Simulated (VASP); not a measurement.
# As (Im-3m) in VASP: density of states with PBE

Aim: the density of states of As with PBE.

Everything below comes from runs of VASP 6.6.1. Logs are shortened: lines on timing, memory, paths and dates and some standing lists are left out, and cuts for length are marked.

## Step 1: The cell of the first run

The structure is cubic, space group Im-3m (No. 229). Conventional cell: a = 2.482 Å, b = 2.482 Å, c = 2.482 Å, α = 90.00°, β = 90.00°, γ = 90.00°. Within 2.8 Å of As (site symmetry m-3m) lie 14 As at 2.15 to 2.48 Å.

## Step 2: Density of states, PBE (volume scaled by 0.4)

File POSCAR:

```
As
1.0
   -1.2407682683      1.2407682683      1.2407682683
    1.2407682683     -1.2407682683      1.2407682683
    1.2407682683      1.2407682683     -1.2407682683
As
1
Direct
    0.0000000000      0.0000000000      0.0000000000
```

File INCAR.step1:

```
SYSTEM = As
PREC     = Accurate       ! precision mode
ENCUT    = 520            ! plane-wave cutoff, eV
EDIFF    = 1E-6           ! SCF threshold, eV
ISMEAR   = -1             ! smearing method
SIGMA    = 0.05           ! smearing width, eV
LREAL    = .FALSE.        ! projectors in reciprocal space
LASPH    = .TRUE.         ! aspherical terms in the spheres
NELM     = 80             ! most SCF steps
ALGO     = Normal         ! electronic algorithm
ISIF     = 2              ! what is computed and relaxed
LWAVE    = .FALSE.        ! write WAVECAR
LCHARG   = .TRUE.         ! write CHGCAR
GGA      = PE             ! functional
NBANDS   = 8              ! bands
```

File KPOINTS.step1:

```
Automatic mesh
0
G
  16 16 16
  0 0 0
```

File INCAR.step2:

```
SYSTEM = As
PREC     = Accurate       ! precision mode
ENCUT    = 520            ! plane-wave cutoff, eV
EDIFF    = 1E-6           ! SCF threshold, eV
ISMEAR   = -5             ! smearing method
SIGMA    = 0.05           ! smearing width, eV
LREAL    = .FALSE.        ! projectors in reciprocal space
LASPH    = .TRUE.         ! aspherical terms in the spheres
NELM     = 80             ! most SCF steps
ALGO     = Normal         ! electronic algorithm
ISIF     = 2              ! what is computed and relaxed
LWAVE    = .FALSE.        ! write WAVECAR
LCHARG   = .FALSE.        ! write CHGCAR
GGA      = PE             ! functional
LORBIT   = 11             ! projections on sites
NBANDS   = 8              ! bands
NEDOS    = 1001           ! points of the DOS
ICHARG   = 11             ! starting density
```

File KPOINTS.step2:

```
Automatic mesh
0
G
  24 24 24
  0 0 0
```

Potentials or basis: VASP PAW PBE potentials, release 64 (As).

The run is started by

```bash
> cat potpaw_PBE.64/As/POTCAR > POTCAR
> cp INCAR.step1 INCAR
> cp KPOINTS.step1 KPOINTS
> mpirun -np 1 vasp_std > vasp.out
> cp INCAR.step2 INCAR
> cp KPOINTS.step2 KPOINTS
> mpirun -np 1 vasp_std > vasp.out
```

OUTCAR:

```text
SYSTEM = As
   PREC = Accurate
   ENCUT = 520
   EDIFF = 1E-6
   ISMEAR = -5
   LREAL = .FALSE.
   LASPH = .TRUE.
   NELM = 80
   ISIF = 2
   GGA = PE
   LORBIT = 11
   ICHARG = 11

 ion  position               nearest neighbor table
   1  0.000  0.000  0.000-

  LATTYP: Found a body centered cubic cell.
 ALAT       =     2.4815365366

  Lattice vectors:

 A1 = (  -1.2407682683,   1.2407682683,   1.2407682683)
 A2 = (   1.2407682683,  -1.2407682683,   1.2407682683)
 A3 = (   1.2407682683,   1.2407682683,  -1.2407682683)

Analysis of symmetry for initial positions (statically):
=====================================================================
 Subroutine PRICEL returns:
 Original cell was already a primitive cell.

 Routine SETGRP: Setting up the symmetry group for a
 body centered cubic supercell.

 Subroutine GETGRP returns: Found 48 space group operations
 (whereof 48 operations were pure point group operations)
 out of a pool of 48 trial point group operations.

The static configuration has the point symmetry O_h .

Analysis of symmetry for dynamics (positions and initial velocities):
=====================================================================
 Subroutine PRICEL returns:
 Original cell was already a primitive cell.

 Routine SETGRP: Setting up the symmetry group for a
 body centered cubic supercell.

 Subroutine GETGRP returns: Found 48 space group operations
 (whereof 48 operations were pure point group operations)
 out of a pool of 48 trial point group operations.

The dynamic configuration has the point symmetry O_h .

 Subroutine INISYM returns: Found 48 space group operations
 (whereof 48 operations are pure point group operations),
 and found     1 'primitive' translations

----------------------------------------------------------------------------------------

                                     Primitive cell

  volume of cell :       7.6407

  direct lattice vectors                    reciprocal lattice vectors
    -1.240768268  1.240768268  1.240768268     0.000000000  0.402976134  0.402976134
     1.240768268 -1.240768268  1.240768268     0.402976134  0.000000000  0.402976134
     1.240768268  1.240768268 -1.240768268     0.402976134  0.402976134  0.000000000

  length of vectors
     2.149073681  2.149073681  2.149073681     0.569894314  0.569894314  0.569894314

  position of ions in fractional coordinates (direct lattice)
     0.000000000  0.000000000  0.000000000

  ion indices of the primitive-cell ions
   primitive index   ion index
                 1           1

----------------------------------------------------------------------------------------

 KPOINTS: Automatic mesh

Automatic generation of k-mesh.
 Grid dimensions read from file:
 generate k-points for:   24   24   24

 Generating k-lattice:

  Cartesian coordinates                     Fractional coordinates (reciprocal lattice)
     0.000000000  0.016790672  0.016790672     0.041666667  0.000000000  0.000000000
     0.016790672  0.000000000  0.016790672     0.000000000  0.041666667  0.000000000
     0.016790672  0.016790672  0.000000000     0.000000000  0.000000000  0.041666667

  Length of vectors
     0.023745596  0.023745596  0.023745596

  Shift w.r.t. Gamma in fractional coordinates (k-lattice)
     0.000000000  0.000000000  0.000000000

 TETIRR: Found  16469 inequivalent tetrahedra from    82944

 Subroutine IBZKPT returns following result:
 ===========================================

 Found    413 irreducible k-points:

 Following reciprocal coordinates:
            Coordinates               Weight
  0.000000  0.000000  0.000000      1.000000
  0.041667  0.000000  0.000000     12.000000
  0.083333  0.000000  0.000000     12.000000
  0.125000  0.000000  0.000000     12.000000
  0.166667  0.000000  0.000000     12.000000
  0.208333  0.000000  0.000000     12.000000
[... 16 lines left out ...]
  0.416667  0.041667 -0.000000     48.000000
  0.458333  0.041667 -0.000000     48.000000
 [... further k-points ...]
   k-points           NKPTS =    413   k-points in BZ     NKDIM =    413   number of bands    NBANDS=      8
   number of dos      NEDOS =   1001   number of ions     NIONS =      1
   total plane-waves  NPLWV =   4096
   dimension x,y,z NGX =    16 NGY =   16 NGZ =   16
   dimension x,y,z NGXF=    32 NGYF=   32 NGZF=   32
   ions per type =               1
   NGX,Y,Z   is equivalent  to a cutoff of  12.38, 12.38, 12.38 a.u.
   NGXF,Y,Z  is equivalent  to a cutoff of  24.75, 24.75, 24.75 a.u.
 SYSTEM =  As
   PREC   = accura    normal or accurate (medium, high low for compatibility)
   ISTART =      0    job   : 0-new  1-cont  2-samecut
   ICHARG =     11    charge: 1-file 2-atom 10-const
   ISPIN  =      1    spin polarized calculation?
   LNONCOLLINEAR =      F non collinear calculations
   LSORBIT =      F    spin-orbit coupling
   LASPH  =      T    aspherical Exc in radial PAW
   ENCUT  =  520.0 eV  38.22 Ry    6.18 a.u.   4.00  4.00  4.00*2*pi/ulx,y,z
   NELM   =     80;   NELMIN=  2; NELMDL=  0     # of ELM steps
   EDIFF  = 0.1E-05   stopping-criterion for ELM
   LREAL  =      F    real-space projection
   EDIFFG = 0.1E-04   stopping-criterion for IOM
   NSW    =      0    number of steps for IOM
   IBRION =     -1    ionic relax: 0-MD 1-quasi-New 2-CG
   NFREE  =      0    steps in history (QN), initial steepest desc. (CG)
   ISIF   =      2    stress and relaxation
   ISYM   =      2    0-nonsym 1-usesym 2-fastsym
   POTIM  = 0.5000    time-step for ionic-motion
   TEBEG  =    0.0;   TEEND  =   0.0 temperature during run
   PSTRESS=    0.0 pullay stress
   NELECT =       5.0000    total number of electrons
   NUPDOWN=      -1.0000    fix difference up-down
   EMIN   =  10.00;   EMAX   =-10.00  energy-range for DOS
   EFERMI =   0.00;   METHOD = LEGACY
   ISMEAR =    -5;   SIGMA  =   0.05  broadening in eV -4-tet -1-fermi 0-gaus
   EFERMI_NEDOS =   21; number of points for ismear=-14 and -15
   IALGO  =     38    algorithm
   IMIX   =      4    mixing-type and parameters
     AMIX     =   0.40;   BMIX     =  1.00
     AMIX_MAG =   1.60;   BMIX_MAG =  1.00
  volume/ion in A,a.u.               =       7.64        51.56
  Fermi-wavevector in a.u.,A,eV,Ry     =   1.421306  2.685878 27.485263  2.020110
  Thomas-Fermi vector in A             =   2.542129
   LORBIT       =     11    0 simple, 1 ext, 2 COOP (PROOUT), +10 PAW based schemes
   GGA     = PE    functional components
   LHFCALC =     F    Hartree Fock is set to
   AEXX    =    0.0000 exact exchange contribution
   IVDW    =     0    specifies the selected vdW correction
   LEPSILON=     F    determine dielectric tensor
   LRPA    =     F    only Hartree local field effects (RPA)
 non-spin polarized calculation
 Fermi weights with tetrahedron method with Bloechl corrections
  energy-cutoff  :      520.00
  volume of cell :        7.64
 maximum number of plane-waves:       236

 number of electron       4.9999999 magnetization

 Free energy of the ion-electron system (eV)
  ---------------------------------------------------
  ext. energy  EPLUGINS =         0.00000000
  ---------------------------------------------------
  free energy    TOTEN  =         4.51461098 eV

  energy without entropy =        4.51461098  energy(sigma->0) =        4.51461098

 E-fermi :  22.4986     XC(G=0): -15.2123

 val. band max:       22.5379664468   @ k =  -0.3333   0.3750   0.1667
 cond. band min:      22.1523221992   @ k =   0.5000   0.5000   0.5000
 fundamental gap:     -0.3856442476
 Fermi energy:        22.4986152001

 k-point     1 :       0.0000    0.0000    0.0000
  band No.  band energies     occupation
      1      -5.9531      2.00000
      2      40.9876      0.00000
      3      40.9876      0.00000
      4      40.9876      0.00000
      5      41.1750      0.00000
      6      41.1750      0.00000
      7      41.1750      0.00000
      8      42.0365      0.00000

 k-point     2 :       0.0417    0.0000    0.0000
  band No.  band energies     occupation
      1      -5.8655      2.00000
      2      38.3611      0.00000
      3      39.2403      0.00000
      4      39.9526      0.00000
      5      40.3311      0.00000
      6      41.1499      0.00000
      7      41.8033      0.00000
      8      42.7585      0.00000

 k-point     3 :       0.0833    0.0000    0.0000
  band No.  band energies     occupation
      1      -5.6023      2.00000
      2      35.1581      0.00000
      3      37.4975      0.00000
      4      38.5407      0.00000
      5      38.8800      0.00000
      6      40.3860      0.00000
      7      41.9771      0.00000
      8      43.6041      0.00000

 k-point     4 :       0.1250    0.0000    0.0000
  band No.  band energies     occupation
      1      -5.1628      2.00000
      2      31.9230      0.00000
      3      35.8586      0.00000
      4      37.2665      0.00000
      5      37.3728      0.00000
      6      39.6271      0.00000
      7      42.4113      0.00000
      8      44.4050      0.00000

 k-point     5 :       0.1667    0.0000    0.0000
  band No.  band energies     occupation
      1      -4.5459      2.00000
      2      28.7287      0.00000
      3      34.3356      0.00000
      4      35.9587      0.00000
      5      36.1384      0.00000
      6      38.9220      0.00000
      7      43.0359      0.00000
      8      45.2000      0.00000

 k-point     6 :       0.2083    0.0000    0.0000
  band No.  band energies     occupation
      1      -3.7507      2.00000
      2      25.6045     -0.02876
      3      32.9421      0.00000
      4      34.6749      0.00000
      5      35.1542      0.00000
      6      38.2901      0.00000
      7      43.8335      0.00000
      8      46.0143      0.00000

 k-point     7 :       0.2500    0.0000    0.0000
  band No.  band energies     occupation
      1      -2.7762      2.00000
      2      22.5701      0.88109
      3      31.6929      0.00000
      4      33.5386      0.00000
      5      34.3105      0.00000
      6      37.7424      0.00000
      7      44.7924      0.00000
      8      46.8716      0.00000
[... 133 lines left out ...]
 k-point    20 :       0.2917    0.0417   -0.0000
  band No.  band energies     occupation
      1      -0.9107      2.00000
      2      18.2838      2.00071
      3      29.2458      0.00000
      4      31.1177      0.00000
      5      34.6459      0.00000
      6      37.7664      0.00000
      7      45.6035      0.00000
      8      49.2988      0.00000

 k-point    21 :       0.3333    0.0417    0.0000
  band No.  band energies     occupation
      1       0.5103      2.00000
      2      15.5472      2.00000
      3      28.4794      0.00000
      4      30.4216      0.00000
      5      34.0885      0.00000
      6      37.4212      0.00000
      7      46.8177      0.00000
      8      50.4399      0.00000

 k-point    22 :       0.3750    0.0417    0.0000
  band No.  band energies     occupation
      1       2.1018      2.00000
      2      12.9587      2.00000
      3      27.8908      0.00000
      4      29.8952      0.00000
      5      33.6725      0.00000
      6      37.1660      0.00000
      7      48.1363      0.00000
      8      51.6749      0.00000

 k-point    23 :       0.4167    0.0417   -0.0000
  band No.  band energies     occupation
      1       3.8412      2.00000
      2      10.5497      2.00000
      3      27.4916      0.00000
      4      29.5422      0.00000
      5      33.3964      0.00000
      6      36.9980      0.00000
      7      49.5209      0.00000
      8      52.9585      0.00000

 k-point    24 :       0.4583    0.0417   -0.0000
  band No.  band energies     occupation
      1       5.5819      2.00000
      2       8.4726      2.00000
      3      27.2899      0.00000
      4      29.3650      0.00000
      5      33.2587      0.00000
      6      36.9148      0.00000
      7      50.7832      0.00000
      8      53.4724      0.00000

 [... further k-points ...]
[... 5 lines left out ...]
  --------------------------------------------------------------------------------------
  -------------------------------------------------------------------------------------
  Total       27.2369720     27.2369720     27.2369720      0.0000000      0.0000000      0.0000000
  in kB     5711.3316714   5711.3316714   5711.3316714      0.0000000      0.0000000      0.0000000
  external PRESSURE =    5711.3316714 kB  Pullay stress =       0.0000000 kB

 VOLUME and BASIS-vectors are now :
 -----------------------------------------------------------------------------
  energy-cutoff  :      520.00
  volume of cell :        7.64
      direct lattice vectors                 reciprocal lattice vectors
    -1.240768268  1.240768268  1.240768268     0.000000000  0.402976134  0.402976134
     1.240768268 -1.240768268  1.240768268     0.402976134  0.000000000  0.402976134
     1.240768268  1.240768268 -1.240768268     0.402976134  0.402976134  0.000000000

 POSITION                                       TOTAL-FORCE (eV/Angst)
 -----------------------------------------------------------------------------------
      0.00000      0.00000      0.00000         0.000000      0.000000      0.000000
 -----------------------------------------------------------------------------------
    total drift:                               -0.000000     -0.000000      0.000000

  FREE ENERGIE OF THE ION-ELECTRON SYSTEM (eV)
  ---------------------------------------------------
  free  energy   TOTEN  =         4.5146109838 eV

  energy  without entropy=        4.5146109838  energy(sigma->0) =        4.51461098

 total charge

# of ion       s       p       d       tot
------------------------------------------
    1        1.358   2.067   0.549   3.975
```

Run time: 16 s. Hardware: 1 thread of Intel Xeon Platinum 8375C at 2.90GHz (Ice Lake), shared host; peak memory 0.15 GiB.

Results:

| Item | Value |
| --- | --- |
| Valence electrons inside the program's atomic spheres | As 3.98 |

Levels at points of the mesh, in eV from the Fermi level:
| k point | band 1 | band 2 | band 3 | band 4 | band 5 | band 6 | band 7 | band 8 |
| --- | --- | --- | --- | --- | --- | --- | --- | --- |
| (0.00, 0.00, 0.00) | -28.45 | 18.49 | 18.49 | 18.49 | 18.68 | 18.68 | 18.68 | 19.54 |
| (0.50, 0.00, 0.00) | -16.54 | -14.58 | 5.50 | 7.79 | 9.52 | 13.78 | 30.16 | 30.31 |
| (0.50, 0.50, 0.50) | -5.85 | -5.85 | -5.85 | -0.35 | -0.35 | 1.84 | 36.46 | 38.22 |

Caveat: tetrahedron occupations give inexact forces and stress in metals.
